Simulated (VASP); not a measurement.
# RbTi6 (Pm-3m) in VASP: a series of runs

The runs below take RbTi6 through single point, relaxation of cell and atoms, with PBE.

All numbers are computed with VASP 6.6.1; they aren't measurements. Logs are shortened: lines on timing, memory, paths and dates and some standing lists are left out, and cuts for length are marked.

## Step 1: The cell of the first run

The structure is cubic, space group Pm-3m (No. 221). The conventional cell has a = 5.001 Å, b = 5.001 Å, c = 5.001 Å, α = 90.00°, β = 90.00°, γ = 90.00°. Rb (site symmetry m-3m) has 24 Ti at 3.69 Å within 4.8 Å. Ti (site symmetry 4mm) has 5 Ti at 2.07 Å within 2.7 Å.

The cell was built from a structure type or drawn by symmetry, and may not be a known phase.

## Step 2: Single point, PBE

INCAR reads:

```
PREC = Accurate ; ENCUT = 500
EDIFF = 1E-6 ; ISMEAR = 0
SIGMA = 0.1 ; LREAL = False
LASPH = True ; NELM = 120
ALGO = Normal ; ISIF = 2
LWAVE = False ; LCHARG = True
GGA = PE ; LELF = True
LVHAR = True ; NBANDS = 50
GGA_COMPAT = False
```

KPOINTS reads:

```
Automatic mesh
0
Gamma
  4 4 4
```

POSCAR reads:

```
RbTi6
1.0
    5.0014804800      0.0000000000      0.0000000000
    0.0000000000      5.0014804800      0.0000000000
    0.0000000000      0.0000000000      5.0014804800
Rb Ti
1 6
Direct
    0.0000000000      0.0000000000      0.0000000000
    0.5000000000      0.5000000000      0.2070000000
    0.5000000000      0.5000000000      0.7930000000
    0.2070000000      0.5000000000      0.5000000000
    0.7930000000      0.5000000000      0.5000000000
    0.5000000000      0.2070000000      0.5000000000
    0.5000000000      0.7930000000      0.5000000000
```

Potentials or basis: VASP PAW PBE potentials, release 64 (Rb_sv, Ti_sv).

On the command line:

```bash
$ cat potpaw_PBE.64/Rb_sv/POTCAR potpaw_PBE.64/Ti_sv/POTCAR > POTCAR
$ mpirun -np 1 vasp_std > vasp.out
```

OUTCAR:

```text
PREC = Accurate
   ENCUT = 500
   EDIFF = 1E-6
   ISMEAR = 0
   LREAL = False
   LASPH = True
   NELM = 120
   ISIF = 2
   GGA = PE

 ion  position               nearest neighbor table
   1  0.000  0.000  0.000-   2 3.69   3 3.69   4 3.69   5 3.69   6 3.69   7 3.69   4 3.69   5 3.69
                             6 3.69   7 3.69   2 3.69   3 3.69   4 3.69   5 3.69   4 3.69   5 3.69
   2  0.500  0.500  0.207-   3 2.07   4 2.07   5 2.07   6 2.07   7 2.07   1 3.69   1 3.69   1 3.69
                             1 3.69
   3  0.500  0.500  0.793-   2 2.07   4 2.07   5 2.07   6 2.07   7 2.07   1 3.69   1 3.69   1 3.69
                             1 3.69
   4  0.207  0.500  0.500-   5 2.07   3 2.07   2 2.07   6 2.07   7 2.07   1 3.69   1 3.69   1 3.69
                             1 3.69
   5  0.793  0.500  0.500-   4 2.07   3 2.07   2 2.07   6 2.07   7 2.07   1 3.69   1 3.69   1 3.69
                             1 3.69
   6  0.500  0.207  0.500-   7 2.07   3 2.07   4 2.07   5 2.07   2 2.07   1 3.69   1 3.69   1 3.69
                             1 3.69
   7  0.500  0.793  0.500-   6 2.07   3 2.07   4 2.07   5 2.07   2 2.07   1 3.69   1 3.69   1 3.69
                             1 3.69

  LATTYP: Found a simple cubic cell.
 ALAT       =     5.0014804800

  Lattice vectors:

 A1 = (   5.0014804800,   0.0000000000,   0.0000000000)
 A2 = (   0.0000000000,   5.0014804800,   0.0000000000)
 A3 = (   0.0000000000,   0.0000000000,   5.0014804800)

Analysis of symmetry for initial positions (statically):
=====================================================================
 Subroutine PRICEL returns:
 Original cell was already a primitive cell.

 Routine SETGRP: Setting up the symmetry group for a
 simple cubic supercell.

 Subroutine GETGRP returns: Found 48 space group operations
 (whereof 48 operations were pure point group operations)
 out of a pool of 48 trial point group operations.

The static configuration has the point symmetry O_h .

Analysis of symmetry for dynamics (positions and initial velocities):
=====================================================================
 Subroutine PRICEL returns:
 Original cell was already a primitive cell.

 Routine SETGRP: Setting up the symmetry group for a
 simple cubic supercell.

 Subroutine GETGRP returns: Found 48 space group operations
 (whereof 48 operations were pure point group operations)
 out of a pool of 48 trial point group operations.

The dynamic configuration has the point symmetry O_h .

 Subroutine INISYM returns: Found 48 space group operations
 (whereof 48 operations are pure point group operations),
 and found     1 'primitive' translations

[... 95 lines left out ...]
   ISIF   =      2    stress and relaxation
   ISYM   =      2    0-nonsym 1-usesym 2-fastsym
   POTIM  = 0.5000    time-step for ionic-motion
   TEBEG  =    0.0;   TEEND  =   0.0 temperature during run
   PSTRESS=    0.0 pullay stress
   NELECT =      81.0000    total number of electrons
   NUPDOWN=      -1.0000    fix difference up-down
   EMIN   =  10.00;   EMAX   =-10.00  energy-range for DOS
   EFERMI =   0.00;   METHOD = LEGACY
   ISMEAR =     0;   SIGMA  =   0.10  broadening in eV -4-tet -1-fermi 0-gaus
   EFERMI_NEDOS =   21; number of points for ismear=-14 and -15
   IALGO  =     38    algorithm
   IMIX   =      4    mixing-type and parameters
     AMIX     =   0.40;   BMIX     =  1.00
     AMIX_MAG =   1.60;   BMIX_MAG =  1.00
  volume/ion in A,a.u.               =      17.87       120.61
  Fermi-wavevector in a.u.,A,eV,Ry     =   1.416243  2.676312 27.289826  2.005746
  Thomas-Fermi vector in A             =   2.537598
   LORBIT       =      0    0 simple, 1 ext, 2 COOP (PROOUT), +10 PAW based schemes
   GGA     = PE    functional components
   LHFCALC =     F    Hartree Fock is set to
   AEXX    =    0.0000 exact exchange contribution
   IVDW    =     0    specifies the selected vdW correction
   LEPSILON=     F    determine dielectric tensor
   LRPA    =     F    only Hartree local field effects (RPA)
 non-spin polarized calculation
 Gauss-broadening in eV      SIGMA  =   0.10
  energy-cutoff  :      500.00
  volume of cell :      125.11
 maximum number of plane-waves:      3196
   NGX = 19   NGY = 19   NGZ = 19

 number of electron      81.0000005 magnetization

 Free energy of the ion-electron system (eV)
  ---------------------------------------------------
  ext. energy  EPLUGINS =         0.00000000
  ---------------------------------------------------
  free energy    TOTEN  =       -21.71964262 eV

  energy without entropy =      -21.64658218  energy(sigma->0) =      -21.68311240

 E-fermi :   7.2529     XC(G=0): -10.6856

 val. band max:        7.2495250228   @ k =   0.5000   0.2500   0.2500
 cond. band min:       7.2599624740   @ k =   0.5000   0.2500   0.0000
 fundamental gap:      0.0104374512
 Fermi energy:         7.2529127788

 k-point     1 :       0.0000    0.0000    0.0000
  band No.  band energies     occupation
      1     -50.3689      2.00000
      2     -48.5577      2.00000
      3     -48.5577      2.00000
      4     -48.5577      2.00000
      5     -48.4556      2.00000
      6     -48.4556      2.00000
[... 519 lines left out ...]
     49       9.6671      0.00000
     50       9.6671      0.00000

------------------------ aborting loop because EDIFF is reached ----------------------------------------

  FORCE on cell =-STRESS in cart. coord.  units (eV):
  Direction    XX          YY          ZZ          XY          YZ          ZX
  --------------------------------------------------------------------------------------
  -------------------------------------------------------------------------------------
  Total       47.1752598     47.1752598     47.1752598      0.0000000     -0.0000000      0.0000000
  in kB      604.1282561    604.1282561    604.1282561      0.0000000     -0.0000000      0.0000000
  external PRESSURE =     604.1282561 kB  Pullay stress =       0.0000000 kB

 VOLUME and BASIS-vectors are now :
 -----------------------------------------------------------------------------
  energy-cutoff  :      500.00
  volume of cell :      125.11
      direct lattice vectors                 reciprocal lattice vectors
     5.001480480  0.000000000  0.000000000     0.199940798  0.000000000  0.000000000
     0.000000000  5.001480480  0.000000000     0.000000000  0.199940798  0.000000000
     0.000000000  0.000000000  5.001480480     0.000000000  0.000000000  0.199940798

 POSITION                                       TOTAL-FORCE (eV/Angst)
 -----------------------------------------------------------------------------------
      0.00000      0.00000      0.00000         0.000000      0.000000     -0.000000
      2.50074      2.50074      1.03531         0.000000     -0.000000     -9.092860
      2.50074      2.50074      3.96617         0.000000      0.000000      9.092860
      1.03531      2.50074      2.50074        -9.092860      0.000000     -0.000000
      3.96617      2.50074      2.50074         9.092860     -0.000000      0.000000
      2.50074      1.03531      2.50074         0.000000     -9.092860      0.000000
      2.50074      3.96617      2.50074         0.000000      9.092860     -0.000000
 -----------------------------------------------------------------------------------
    total drift:                                0.000000      0.000000     -0.000000

  FREE ENERGIE OF THE ION-ELECTRON SYSTEM (eV)
  ---------------------------------------------------
  free  energy   TOTEN  =       -21.7196426172 eV

  energy  without entropy=      -21.6465821763  energy(sigma->0) =      -21.68311240
```

OSZICAR:

```text
N       E                     dE             d eps       ncg     rms          rms(c)
DAV:   1     0.122691654105E+04    0.12269E+04   -0.41283E+04  1000   0.196E+03
DAV:   2     0.132201941507E+03   -0.10947E+04   -0.10653E+04  1000   0.615E+02
DAV:   3    -0.545030050090E+01   -0.13765E+03   -0.13218E+03  1458   0.206E+02
DAV:   4    -0.243117818436E+02   -0.18861E+02   -0.17763E+02  1768   0.651E+01
DAV:   5    -0.262866764810E+02   -0.19749E+01   -0.18057E+01  1520   0.160E+01    0.431E+01
DAV:   6    -0.214888250385E+02    0.47979E+01   -0.29702E+01  1472   0.320E+01    0.273E+01
DAV:   7    -0.215499848855E+02   -0.61160E-01   -0.78779E+00  1372   0.173E+01    0.106E+01
DAV:   8    -0.216758268854E+02   -0.12584E+00   -0.10773E+00  1426   0.457E+00    0.291E+00
DAV:   9    -0.217170533271E+02   -0.41226E-01   -0.24053E-01  1528   0.323E+00    0.795E-01
DAV:  10    -0.217194619304E+02   -0.24086E-02   -0.35155E-02  1438   0.117E+00    0.311E-01
DAV:  11    -0.217195754045E+02   -0.11347E-03   -0.52065E-03  1412   0.543E-01    0.762E-02
DAV:  12    -0.217195969807E+02   -0.21576E-04   -0.10556E-03  1464   0.250E-01    0.706E-02
DAV:  13    -0.217196400445E+02   -0.43064E-04   -0.24659E-04  1380   0.988E-02    0.148E-02
DAV:  14    -0.217196423743E+02   -0.23298E-05   -0.26157E-05  1608   0.208E-02    0.203E-03
DAV:  15    -0.217196426172E+02   -0.24294E-06   -0.71607E-07   882   0.441E-03
   1 F= -.21719643E+02 E0= -.21683112E+02  d E =-.730604E-01
```

stdout:

```text
POSCAR found type information on POSCAR RbTi
 POSCAR found :  2 types and       7 ions
 scaLAPACK will be used
 LDA part: xc-table for (Slater+PW92), standard interpolation
 POSCAR, INCAR and KPOINTS ok, starting setup
 FFT: planning ... GRIDC
 FFT: planning ... GRID_SOFT
 FFT: planning ... GRID
 WAVECAR not read
 entering main loop
```

It took 1.8 min on 1 thread of Intel Xeon 8259CL, shared host; peak memory 0.22 GiB.

What came out:

* Free energy: -21.7196 eV
* Pressure: 60.4 GPa
* Largest force: 9.093 eV/Å
* Band gap on the k mesh: zero (an odd number of electrons rules out a gap without spin polarisation)

Forces on the atoms (eV/Å):
```
Rb   0.000  0.000  0.000
Ti   0.000  0.000 -9.093
Ti   0.000  0.000  9.093
Ti  -9.093  0.000  0.000
Ti   9.093  0.000  0.000
Ti   0.000 -9.093  0.000
Ti   0.000  9.093  0.000
```

Levels at points of the mesh, in eV from the Fermi level:
| k point | band 38 | band 39 | band 40 | band 41 | band 42 | band 43 | band 44 | band 45 |
| --- | --- | --- | --- | --- | --- | --- | --- | --- |
| (0.00, 0.00, 0.00) | -1.31 | -1.31 | -0.01 | -0.01 | -0.01 | 1.18 | 1.18 | 1.18 |
| (0.50, 0.00, 0.00) | -1.12 | -1.02 | -0.87 | -0.35 | -0.16 | 0.35 | 0.35 | 1.00 |
| (0.50, 0.50, 0.00) | -0.91 | -0.91 | -0.91 | -0.07 | 0.31 | 0.31 | 0.64 | 0.64 |
| (0.50, 0.50, 0.50) | -0.80 | -0.80 | -0.16 | -0.16 | 0.38 | 0.38 | 0.38 | 0.49 |

Caveat: atoms lie so close that the PAW spheres overlap strongly, which falsifies energies and pressures; the cell stands under pressure; forces of over 1 eV/Å act on the atoms, so gaps and moduli don't describe the material at rest.

## Step 3: Single point, PBE

This run uses another cell than the first one, of 39.05 Å³/atom.

INCAR reads:

```
PREC = Accurate ; ENCUT = 500
EDIFF = 1E-6 ; ISMEAR = 0
SIGMA = 0.1 ; LREAL = F
LASPH = T ; NELM = 120
ALGO = Normal ; ISIF = 2
LWAVE = F ; LCHARG = T
GGA = PE ; LELF = T
LVHAR = T ; NBANDS = 50
GGA_COMPAT = F
```

KPOINTS is that of step 2.

POSCAR reads:

```
RbTi6
1.0
    6.4900392970      0.0000000000      0.0000000000
    0.0000000000      6.4900392970      0.0000000000
    0.0000000000      0.0000000000      6.4900392970
Rb Ti
1 6
Direct
    0.0000000000      0.0000000000      0.0000000000
    0.5000000000      0.5000000000      0.2185181861
    0.5000000000      0.5000000000      0.7814818139
    0.2185181861      0.5000000000      0.5000000000
    0.7814818139      0.5000000000      0.5000000000
    0.5000000000      0.2185181861      0.5000000000
    0.5000000000      0.7814818139      0.5000000000
```

Potentials or basis: VASP PAW PBE potentials, release 64 (Rb_sv, Ti_sv).

On the command line:

```bash
$ cat potpaw_PBE.64/Rb_sv/POTCAR potpaw_PBE.64/Ti_sv/POTCAR > POTCAR
$ mpirun -np 1 vasp_std > vasp.out
```

Run time: 4.6 min. Hardware: 1 thread of Intel Xeon 8259CL, shared host; peak memory 0.37 GiB.

Results (log left out):

* Free energy: -36.8148 eV
* Pressure: 0.3 GPa
* Largest force: 0.014 eV/Å
* Band gap on the k mesh: zero (an odd number of electrons rules out a gap without spin polarisation)

Forces on the atoms (eV/Å):
```
Rb   0.000  0.000  0.000
Ti   0.000  0.000  0.014
Ti   0.000  0.000 -0.014
Ti   0.014  0.000  0.000
Ti  -0.014  0.000  0.000
Ti   0.000  0.014  0.000
Ti   0.000 -0.014  0.000
```

Levels at points of the mesh, in eV from the Fermi level:
| k point | band 38 | band 39 | band 40 | band 41 | band 42 | band 43 |
| --- | --- | --- | --- | --- | --- | --- |
| (0.00, 0.00, 0.00) | -0.54 | -0.54 | 0.00 | 0.00 | 0.00 | 0.29 |
| (0.50, 0.00, 0.00) | -0.63 | -0.44 | -0.35 | 0.23 | 0.23 | 0.35 |
| (0.50, 0.50, 0.00) | -0.45 | -0.34 | -0.34 | -0.13 | -0.09 | 0.48 |
| (0.50, 0.50, 0.50) | 0.04 | 0.04 | 0.04 | 0.09 | 0.09 | 0.35 |

(Part 1 of 2 ends here.)
